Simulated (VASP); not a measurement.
# Ru (C2/c) in VASP: single point with revPBE

Aim: the single point of Ru with revPBE.

Everything below comes from runs of VASP 6.6.1. Logs are shortened: lines on timing, memory, paths and dates and some standing lists are left out, and cuts for length are marked.

### Step 1. The cell of the first run

The typed cell holds 2 atoms: a = 4.244 Å, b = 4.244 Å, c = 3.859 Å, α = 103.26°, β = 103.26°, γ = 142.33°.

### Step 2. Single point, revPBE

File INCAR:

```
SYSTEM = Ru
  PREC = Accurate
  ENCUT = 520
  EDIFF = 1E-6
  ISMEAR = -1
  SIGMA = 0.1
  LREAL = .FALSE.
  LASPH = .TRUE.
  NELM = 60
  ALGO = Normal
  ISIF = 2
  LWAVE = .FALSE.
  LCHARG = .TRUE.
  GGA = RE
  LELF = .TRUE.
  LVHAR = .TRUE.
  NBANDS = 21
  ISYM = 0
```

File KPOINTS:

```
Automatic mesh
0
G
  14 14 10
  0 0 0
```

File POSCAR:

```
Ru
1.0
   -3.0472354942      2.6330150784      1.3384134387
    2.6330150784     -3.0472354942      1.3384134387
    2.2903881176      2.2903881176     -2.0970588888
Ru
2
Direct
    0.9806103508      0.0193896492      0.0000000000
    0.7693896492      0.2306103508      0.5000000000
```

Potentials or basis: VASP PAW PBE potentials, release 64 (Ru_pv).

The run is started by

```bash
> cat potpaw_PBE.64/Ru_pv/POTCAR > POTCAR
> mpirun -np 1 vasp_std > vasp.out
```

OUTCAR:

```text
SYSTEM = Ru
   PREC = Accurate
   ENCUT = 520
   EDIFF = 1E-6
   ISMEAR = -1
   LREAL = .FALSE.
   LASPH = .TRUE.
   NELM = 60
   ISIF = 2
   GGA = RE
   ISYM = 0

 ion  position               nearest neighbor table
   1  0.981  0.019  0.000-   2 2.57   2 2.57   2 2.57   2 2.57   2 2.69   2 2.69
   2  0.769  0.231  0.500-   1 2.57   1 2.57   1 2.57   1 2.57   1 2.69   1 2.69

IMPORTANT INFORMATION: All symmetrisations will be switched off!
NOSYMM: (Re-)initialisation of all symmetry stuff for point group C_1.

----------------------------------------------------------------------------------------

                                     Primitive cell

  volume of cell :      29.8913

  direct lattice vectors                    reciprocal lattice vectors
    -3.047235494  2.633015078  1.338413439     0.111227732  0.287276303  0.435242382
     2.633015078 -3.047235494  1.338413439     0.287276303  0.111227732  0.435242382
     2.290388118  2.290388118 -2.097058889     0.254338664  0.254338664  0.078714293

  length of vectors
     4.243791123  4.243791123  3.858680013     0.533230920  0.533230920  0.368201374

  position of ions in fractional coordinates (direct lattice)
     0.980610351  0.019389649  0.000000000
     0.769389649  0.230610351  0.500000000

  ion indices of the primitive-cell ions
   primitive index   ion index
                 1           1
                 2           2

----------------------------------------------------------------------------------------

 KPOINTS: Automatic mesh

Automatic generation of k-mesh.
 Grid dimensions read from file:
 generate k-points for:   14   14   10

 Generating k-lattice:

  Cartesian coordinates                     Fractional coordinates (reciprocal lattice)
     0.007944838  0.020519736  0.031088742     0.071428571  0.000000000  0.000000000
     0.020519736  0.007944838  0.031088742     0.000000000  0.071428571  0.000000000
     0.025433866  0.025433866  0.007871429     0.000000000  0.000000000  0.100000000

  Length of vectors
     0.038087923  0.038087923  0.036820137

  Shift w.r.t. Gamma in fractional coordinates (k-lattice)
     0.000000000  0.000000000  0.000000000

 Subroutine IBZKPT returns following result:
 ===========================================

 Found    984 irreducible k-points:

 Following reciprocal coordinates:
            Coordinates               Weight
  0.000000  0.000000  0.000000      1.000000
  0.071429  0.000000  0.000000      2.000000
  0.000000 -0.071429 -0.000000      2.000000
  0.142857 -0.000000  0.000000      2.000000
  0.000000 -0.142857 -0.000000      2.000000
  0.214286  0.000000  0.000000      2.000000
[... 16 lines left out ...]
  0.357143  0.071429  0.000000      2.000000
 -0.071429 -0.357143 -0.000000      2.000000
 [... further k-points ...]
   k-points           NKPTS =    984   k-points in BZ     NKDIM =    984   number of bands    NBANDS=     21
   number of dos      NEDOS =    301   number of ions     NIONS =      2
   total plane-waves  NPLWV =  30720
   dimension x,y,z NGX =    32 NGY =   32 NGZ =   30
   dimension x,y,z NGXF=    64 NGYF=   64 NGZF=   60
   ions per type =               2
   NGX,Y,Z   is equivalent  to a cutoff of  12.54, 12.54, 12.93 a.u.
   NGXF,Y,Z  is equivalent  to a cutoff of  25.07, 25.07, 25.85 a.u.
 SYSTEM =  Ru
   PREC   = accura    normal or accurate (medium, high low for compatibility)
   ISTART =      0    job   : 0-new  1-cont  2-samecut
   ICHARG =      2    charge: 1-file 2-atom 10-const
   ISPIN  =      1    spin polarized calculation?
   LNONCOLLINEAR =      F non collinear calculations
   LSORBIT =      F    spin-orbit coupling
   LASPH  =      T    aspherical Exc in radial PAW
   ENCUT  =  520.0 eV  38.22 Ry    6.18 a.u.   7.89  7.89  7.17*2*pi/ulx,y,z
   NELM   =     60;   NELMIN=  2; NELMDL= -5     # of ELM steps
   EDIFF  = 0.1E-05   stopping-criterion for ELM
   LREAL  =      F    real-space projection
   EDIFFG = 0.1E-04   stopping-criterion for IOM
   NSW    =      0    number of steps for IOM
   IBRION =     -1    ionic relax: 0-MD 1-quasi-New 2-CG
   NFREE  =      0    steps in history (QN), initial steepest desc. (CG)
   ISIF   =      2    stress and relaxation
   ISYM   =      0    0-nonsym 1-usesym 2-fastsym
   POTIM  = 0.5000    time-step for ionic-motion
   TEBEG  =    0.0;   TEEND  =   0.0 temperature during run
   PSTRESS=    0.0 pullay stress
   NELECT =      28.0000    total number of electrons
   NUPDOWN=      -1.0000    fix difference up-down
   EMIN   =  10.00;   EMAX   =-10.00  energy-range for DOS
   EFERMI =   0.00;   METHOD = LEGACY
   ISMEAR =    -1;   SIGMA  =   0.10  broadening in eV -4-tet -1-fermi 0-gaus
   EFERMI_NEDOS =   21; number of points for ismear=-14 and -15
   IALGO  =     38    algorithm
   IMIX   =      4    mixing-type and parameters
     AMIX     =   0.40;   BMIX     =  1.00
     AMIX_MAG =   1.60;   BMIX_MAG =  1.00
  volume/ion in A,a.u.               =      14.95       100.86
  Fermi-wavevector in a.u.,A,eV,Ry     =   1.601815  3.026992 34.909985  2.565812
  Thomas-Fermi vector in A             =   2.698734
   LORBIT       =      0    0 simple, 1 ext, 2 COOP (PROOUT), +10 PAW based schemes
   GGA     = RE    functional components
   LHFCALC =     F    Hartree Fock is set to
   AEXX    =    0.0000 exact exchange contribution
   IVDW    =     0    specifies the selected vdW correction
   LEPSILON=     F    determine dielectric tensor
   LRPA    =     F    only Hartree local field effects (RPA)
 non-spin polarized calculation
  energy-cutoff  :      520.00
  volume of cell :       29.89
 maximum number of plane-waves:       824
   NGX = 15   NGY = 15   NGZ = 15

 number of electron      28.0000003 magnetization

 Free energy of the ion-electron system (eV)
  ---------------------------------------------------
  ext. energy  EPLUGINS =         0.00000000
  ---------------------------------------------------
  free energy    TOTEN  =       -16.85035365 eV

  energy without entropy =      -16.79462909  energy(sigma->0) =      -16.82249137

 E-fermi :  11.2559     XC(G=0): -13.3757

 val. band max:       11.2554427050   @ k =  -0.4286   0.2857   0.2000
 cond. band min:      11.2574056558   @ k =   0.2143   0.1429   0.4000
 fundamental gap:      0.0019629508
 Fermi energy:        11.2558578261

 k-point     1 :       0.0000    0.0000    0.0000
  band No.  band energies     occupation
      1     -32.1934      2.00000
      2     -31.6273      2.00000
      3     -31.5113      2.00000
      4     -31.2140      2.00000
      5     -31.1990      2.00000
      6     -31.1916      2.00000
[... 13 lines left out ...]
     20      21.9076      0.00000
     21      22.0961      0.00000

 k-point     2 :       0.0714    0.0000    0.0000
  band No.  band energies     occupation
      1     -32.1736      2.00000
      2     -31.6443      2.00000
      3     -31.5387      2.00000
      4     -31.2468      2.00000
      5     -31.2241      2.00000
      6     -31.1897      2.00000
[... 13 lines left out ...]
     20      21.9076      0.00000
     21      22.1789      0.00000

 k-point     3 :       0.0000   -0.0714   -0.0000
  band No.  band energies     occupation
      1     -32.1736      2.00000
      2     -31.6443      2.00000
      3     -31.5387      2.00000
      4     -31.2468      2.00000
      5     -31.2241      2.00000
      6     -31.1897      2.00000
[... 13 lines left out ...]
     20      21.9076      0.00000
     21      22.1789      0.00000

 k-point     4 :       0.1429   -0.0000    0.0000
  band No.  band energies     occupation
      1     -32.1208      2.00000
      2     -31.6931      2.00000
      3     -31.6016      2.00000
      4     -31.3575      2.00000
      5     -31.2718      2.00000
      6     -31.1948      2.00000
[... 13 lines left out ...]
     20      21.9075      0.00000
     21      22.4637      0.00000

 k-point     5 :       0.0000   -0.1429   -0.0000
  band No.  band energies     occupation
      1     -32.1208      2.00000
      2     -31.6931      2.00000
      3     -31.6016      2.00000
      4     -31.3575      2.00000
      5     -31.2718      2.00000
      6     -31.1948      2.00000
[... 13 lines left out ...]
     20      21.9075      0.00000
     21      22.4637      0.00000

 k-point     6 :       0.2143    0.0000    0.0000
  band No.  band energies     occupation
      1     -32.0547      2.00000
      2     -31.7746      2.00000
      3     -31.6616      2.00000
      4     -31.4984      2.00000
      5     -31.3386      2.00000
      6     -31.2239      2.00000
[... 13 lines left out ...]
     20      21.9075      0.00000
     21      22.4880      0.00000

 k-point     7 :       0.0000   -0.2143   -0.0000
  band No.  band energies     occupation
      1     -32.0547      2.00000
      2     -31.7746      2.00000
      3     -31.6616      2.00000
      4     -31.4984      2.00000
      5     -31.3386      2.00000
      6     -31.2239      2.00000
[... 13 lines left out ...]
     20      21.9075      0.00000
     21      22.4880      0.00000
[... 291 lines left out ...]
      1     -31.9945      2.00000
      2     -31.8839      2.00000
      3     -31.6978      2.00000
      4     -31.6138      2.00000
      5     -31.4042      2.00000
      6     -31.2930      2.00000
[... 13 lines left out ...]
     20      21.9074      0.00000
     21      21.9080      0.00000

 k-point    21 :       0.2857    0.0714    0.0000
  band No.  band energies     occupation
      1     -32.0207      2.00000
      2     -31.9490      2.00000
      3     -31.7632      2.00000
      4     -31.5939      2.00000
      5     -31.4730      2.00000
      6     -31.3794      2.00000
[... 13 lines left out ...]
     20      21.9074      0.00000
     21      22.1414      0.00000

 k-point    22 :      -0.0714   -0.2857   -0.0000
  band No.  band energies     occupation
      1     -32.0207      2.00000
      2     -31.9490      2.00000
      3     -31.7632      2.00000
      4     -31.5939      2.00000
      5     -31.4730      2.00000
      6     -31.3794      2.00000
[... 13 lines left out ...]
     20      21.9074      0.00000
     21      22.1414      0.00000

 k-point    23 :       0.3571    0.0714    0.0000
  band No.  band energies     occupation
      1     -32.0771      2.00000
      2     -32.0332      2.00000
      3     -31.7210      2.00000
      4     -31.5498      2.00000
      5     -31.5412      2.00000
      6     -31.4533      2.00000
[... 13 lines left out ...]
     20      21.9073      0.00000
     21      22.5152      0.00000

 k-point    24 :      -0.0714   -0.3571   -0.0000
  band No.  band energies     occupation
      1     -32.0771      2.00000
      2     -32.0332      2.00000
      3     -31.7210      2.00000
      4     -31.5498      2.00000
      5     -31.5412      2.00000
      6     -31.4533      2.00000
[... 13 lines left out ...]
     20      21.9073      0.00000
     21      22.5152      0.00000

 [... further k-points ...]

------------------------ aborting loop because EDIFF is reached ----------------------------------------

  FORCE on cell =-STRESS in cart. coord.  units (eV):
  Direction    XX          YY          ZZ          XY          YZ          ZX
  --------------------------------------------------------------------------------------
  -------------------------------------------------------------------------------------
  Total       -0.0022741     -0.0022774     -0.0010293      0.0007052      0.0009476      0.0009471
  in kB       -0.1218940     -0.1220697     -0.0551683      0.0377965      0.0507894      0.0507642
  external PRESSURE =      -0.0997107 kB  Pullay stress =       0.0000000 kB

 VOLUME and BASIS-vectors are now :
 -----------------------------------------------------------------------------
  energy-cutoff  :      520.00
  volume of cell :       29.89
      direct lattice vectors                 reciprocal lattice vectors
    -3.047235494  2.633015078  1.338413439     0.111227732  0.287276303  0.435242382
     2.633015078 -3.047235494  1.338413439     0.287276303  0.111227732  0.435242382
     2.290388118  2.290388118 -2.097058889     0.254338664  0.254338664  0.078714293

 POSITION                                       TOTAL-FORCE (eV/Angst)
 -----------------------------------------------------------------------------------
     -2.93710      2.52288      1.33841        -0.013745      0.013745     -0.000000
     -0.59212      2.46828      0.28988         0.013745     -0.013745      0.000000
 -----------------------------------------------------------------------------------
    total drift:                               -0.000042      0.000042      0.000000

  FREE ENERGIE OF THE ION-ELECTRON SYSTEM (eV)
  ---------------------------------------------------
  free  energy   TOTEN  =       -16.8503536496 eV

  energy  without entropy=      -16.7946290945  energy(sigma->0) =      -16.82249137
```

Run time: 7.2 min. Hardware: 1 thread of AMD EPYC 9R45 (Zen 5), shared host; peak memory 0.55 GiB.

What came out:

```
Free energy            : -16.8504 eV
Pressure               : 0.0 GPa
Largest force          : 0.019 eV/Å
Band gap on the k mesh : zero (bands 14 and 15 overlap by 2.40 eV)
```

Forces in eV/Å, atoms in the order of the input:
```
Ru  -0.014  0.014  0.000
Ru   0.014 -0.014  0.000
```

Caveat: the PAW data sets were made with another functional, which shifts forces and pressure a little.
